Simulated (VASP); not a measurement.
# SnSe2 (P-3m1) in VASP: notebook

The runs below take SnSe2 through single point, with PBEsol.

Program: VASP 6.6.1. These are calculated values, not measurements. Logs are shortened: lines on timing, memory, paths and dates and some standing lists are left out, and cuts for length are marked.

## (1) The cell of the first run

The structure is trigonal, space group P-3m1 (No. 164). Conventional cell: a = 3.918 Å, b = 3.918 Å, c = 5.805 Å, α = 90.00°, β = 90.00°, γ = 120.00°. Sn (site symmetry -3m) has 6 Se at 2.69 Å within 3.5 Å. Within 3.5 Å of Se (site symmetry 3m) lie 3 Sn at 2.69 Å.

## (2) Single point, PBEsol

The input, INCAR:

```
SYSTEM = SnSe2
ALGO = Normal
EDIFF = 1E-7
ENCUT = 520
GGA = PS
ISIF = 2
ISMEAR = 0
LASPH = .True.
LCHARG = .False.
LREAL = .False.
LWAVE = .False.
NBANDS = 20
NELM = 100
PREC = Accurate
SIGMA = 0.05
```

The input, KPOINTS:

```
k-points
0
Gamma
  6 6 4
  0 0 0
```

The input, POSCAR:

```
SnSe2
1.0
    3.9184069144      0.0000000000      0.0000000000
   -1.9592034572      3.3934399303      0.0000000000
    0.0000000000      0.0000000000      5.8051664257
Sn Se
1 2
Direct
    0.0000000000      0.0000000000      0.0000000000
    0.3333333333      0.6666666667      0.2500000000
    0.6666666667      0.3333333333      0.7500000000
```

Potentials or basis: VASP PAW PBE potentials, release 64 (Sn_d, Se).

The run is started by

```bash
$ cat potpaw_PBE.64/Sn_d/POTCAR potpaw_PBE.64/Se/POTCAR > POTCAR
$ mpirun -np 1 vasp_std > vasp.out
```

OUTCAR:

```text
SYSTEM = SnSe2
   EDIFF = 1E-7
   ENCUT = 520
   GGA = PS
   ISIF = 2
   ISMEAR = 0
   LASPH = .True.
   LREAL = .False.
   NELM = 100
   PREC = Accurate

 ion  position               nearest neighbor table
   1  0.000  0.000  0.000-   2 2.69   3 2.69   3 2.69   2 2.69   3 2.69   2 2.69
   2  0.333  0.667  0.250-   1 2.69   1 2.69   1 2.69
   3  0.667  0.333  0.750-   1 2.69   1 2.69   1 2.69

  LATTYP: Found a hexagonal cell.
 ALAT       =     3.9184069144
 C/A-ratio  =     1.4815118880

  Lattice vectors:

 A1 = (   3.9184069144,   0.0000000000,   0.0000000000)
 A2 = (  -1.9592034572,   3.3934399303,   0.0000000000)
 A3 = (   0.0000000000,   0.0000000000,   5.8051664257)

Analysis of symmetry for initial positions (statically):
=====================================================================
 Subroutine PRICEL returns:
 Original cell was already a primitive cell.

 Routine SETGRP: Setting up the symmetry group for a
 hexagonal supercell.

 Subroutine GETGRP returns: Found 12 space group operations
 (whereof 12 operations were pure point group operations)
 out of a pool of 24 trial point group operations.

The static configuration has the point symmetry D_3d.

Analysis of symmetry for dynamics (positions and initial velocities):
=====================================================================
 Subroutine PRICEL returns:
 Original cell was already a primitive cell.

 Routine SETGRP: Setting up the symmetry group for a
 hexagonal supercell.

 Subroutine GETGRP returns: Found 12 space group operations
 (whereof 12 operations were pure point group operations)
 out of a pool of 24 trial point group operations.

The dynamic configuration has the point symmetry D_3d.

 Subroutine INISYM returns: Found 12 space group operations
 (whereof 12 operations are pure point group operations),
 and found     1 'primitive' translations

----------------------------------------------------------------------------------------

                                     Primitive cell
[... 82 lines left out ...]
 SYSTEM =  SnSe2
   PREC   = accura    normal or accurate (medium, high low for compatibility)
   ISTART =      0    job   : 0-new  1-cont  2-samecut
   ICHARG =      2    charge: 1-file 2-atom 10-const
   ISPIN  =      1    spin polarized calculation?
   LNONCOLLINEAR =      F non collinear calculations
   LSORBIT =      F    spin-orbit coupling
   LASPH  =      T    aspherical Exc in radial PAW
   ENCUT  =  520.0 eV  38.22 Ry    6.18 a.u.   7.29  7.29 10.79*2*pi/ulx,y,z
   NELM   =    100;   NELMIN=  2; NELMDL= -5     # of ELM steps
   EDIFF  = 0.1E-06   stopping-criterion for ELM
   LREAL  =      F    real-space projection
   EDIFFG = 0.1E-05   stopping-criterion for IOM
   NSW    =      0    number of steps for IOM
   IBRION =     -1    ionic relax: 0-MD 1-quasi-New 2-CG
   NFREE  =      0    steps in history (QN), initial steepest desc. (CG)
   ISIF   =      2    stress and relaxation
   ISYM   =      2    0-nonsym 1-usesym 2-fastsym
   POTIM  = 0.5000    time-step for ionic-motion
   TEBEG  =    0.0;   TEEND  =   0.0 temperature during run
   PSTRESS=    0.0 pullay stress
   NELECT =      26.0000    total number of electrons
   NUPDOWN=      -1.0000    fix difference up-down
   EMIN   =  10.00;   EMAX   =-10.00  energy-range for DOS
   EFERMI =   0.00;   METHOD = LEGACY
   ISMEAR =     0;   SIGMA  =   0.05  broadening in eV -4-tet -1-fermi 0-gaus
   EFERMI_NEDOS =   21; number of points for ismear=-14 and -15
   IALGO  =     38    algorithm
   IMIX   =      4    mixing-type and parameters
     AMIX     =   0.40;   BMIX     =  1.00
     AMIX_MAG =   1.60;   BMIX_MAG =  1.00
  volume/ion in A,a.u.               =      25.73       173.64
  Fermi-wavevector in a.u.,A,eV,Ry     =   1.139054  2.152501 17.652812  1.297445
  Thomas-Fermi vector in A             =   2.275758
   LORBIT       =      0    0 simple, 1 ext, 2 COOP (PROOUT), +10 PAW based schemes
   GGA     = PS    functional components
   LHFCALC =     F    Hartree Fock is set to
   AEXX    =    0.0000 exact exchange contribution
   IVDW    =     0    specifies the selected vdW correction
   LEPSILON=     F    determine dielectric tensor
   LRPA    =     F    only Hartree local field effects (RPA)
 non-spin polarized calculation
 Gauss-broadening in eV      SIGMA  =   0.05
  energy-cutoff  :      520.00
  volume of cell :       77.19
 maximum number of plane-waves:      2110
 NGX is ok and might be reduce to    30
   NGX = 15   NGY = 15   NGZ = 21

 number of electron      26.0000008 magnetization

 Free energy of the ion-electron system (eV)
  ---------------------------------------------------
  ext. energy  EPLUGINS =         0.00000000
  ---------------------------------------------------
  free energy    TOTEN  =       -12.84792949 eV

  energy without entropy =      -12.84764035  energy(sigma->0) =      -12.84778492

 E-fermi :   4.6022     XC(G=0):  -9.6586

 val. band max:        4.5746799220   @ k =   0.0000   0.0000   0.0000
 cond. band min:       4.6298035434   @ k =   0.0000   0.0000   0.0000
 fundamental gap:      0.0551236215
 Fermi energy:         4.6022417364

 k-point     1 :       0.0000    0.0000    0.0000
  band No.  band energies     occupation
      1     -17.1094      2.00000
      2     -17.1094      2.00000
      3     -17.0839      2.00000
      4     -17.0607      2.00000
      5     -17.0607      2.00000
      6      -9.8864      2.00000
[... 541 lines left out ...]
     19      12.7263      0.00000
     20      12.7270      0.00000

------------------------ aborting loop because EDIFF is reached ----------------------------------------

  FORCE on cell =-STRESS in cart. coord.  units (eV):
  Direction    XX          YY          ZZ          XY          YZ          ZX
  --------------------------------------------------------------------------------------
  -------------------------------------------------------------------------------------
  Total        0.2286381      0.2286381      2.6231587     -0.0000000      0.0000000      0.0000000
  in kB        4.7456402      4.7456402     54.4466017     -0.0000000      0.0000000      0.0000000
  external PRESSURE =      21.3126274 kB  Pullay stress =       0.0000000 kB

 VOLUME and BASIS-vectors are now :
 -----------------------------------------------------------------------------
  energy-cutoff  :      520.00
  volume of cell :       77.19
      direct lattice vectors                 reciprocal lattice vectors
     3.918406914  0.000000000  0.000000000     0.255205756  0.147343112  0.000000000
    -1.959203457  3.393439930  0.000000000     0.000000000  0.294686224  0.000000000
     0.000000000  0.000000000  5.805166426     0.000000000  0.000000000  0.172260350

 POSITION                                       TOTAL-FORCE (eV/Angst)
 -----------------------------------------------------------------------------------
      0.00000      0.00000      0.00000        -0.000000      0.000000      0.000000
     -0.00000      2.26229      1.45129         0.000000      0.000000      0.910737
      1.95920      1.13115      4.35387        -0.000000      0.000000     -0.910737
 -----------------------------------------------------------------------------------
    total drift:                                0.000000      0.000000     -0.000000

  FREE ENERGIE OF THE ION-ELECTRON SYSTEM (eV)
  ---------------------------------------------------
  free  energy   TOTEN  =       -12.8479294853 eV

  energy  without entropy=      -12.8476403524  energy(sigma->0) =      -12.84778492
```

It took 50 s on 1 thread of Intel Xeon Platinum 8488C (Sapphire Rapids), shared host; peak memory 0.2 GiB.

Results:

```yaml
Free_energy: -12.8479 eV
Pressure: 2.1 GPa
Largest_force: 0.911 eV/Å
Band_gap_on_the_k_mesh: 0.06 eV, direct
```

Forces on the atoms (eV/Å):
```
Sn   0.000  0.000  0.000
Se   0.000  0.000  0.911
Se   0.000  0.000 -0.911
```

Stress tensor (GPa, compression positive):
```
0.47 0.00 0.00
0.00 0.47 0.00
0.00 0.00 5.44
```

Levels at points of the mesh, in eV from the valence-band top:
| k point | band 10 | band 11 | band 12 | band 13 | band 14 | band 15 | band 16 | band 17 |
| --- | --- | --- | --- | --- | --- | --- | --- | --- |
| (0.00, 0.00, 0.00) | -1.50 | -1.23 | -1.23 | 0.00 | 0.06 | 1.91 | 3.87 | 3.87 |
| (0.50, 0.00, 0.00) | -3.50 | -3.29 | -1.61 | -0.80 | 0.54 | 3.12 | 4.88 | 4.95 |
| (0.00, 0.00, 0.50) | -1.61 | -1.61 | -1.01 | -1.01 | 1.51 | 1.94 | 3.46 | 3.46 |
| (0.50, 0.00, 0.50) | -3.27 | -2.19 | -1.41 | -1.36 | 0.63 | 3.69 | 4.68 | 5.73 |

Caveat: the PAW data sets were made with another functional, which shifts forces and pressure a little; spin-orbit coupling is left out, which moves the levels of the heavy elements; this functional lacks dispersion, which binds the layers, so the pressure and a relaxed spacing across them are unreliable. A k mesh can miss the band edges.

(Continued in part 2 of 2.)
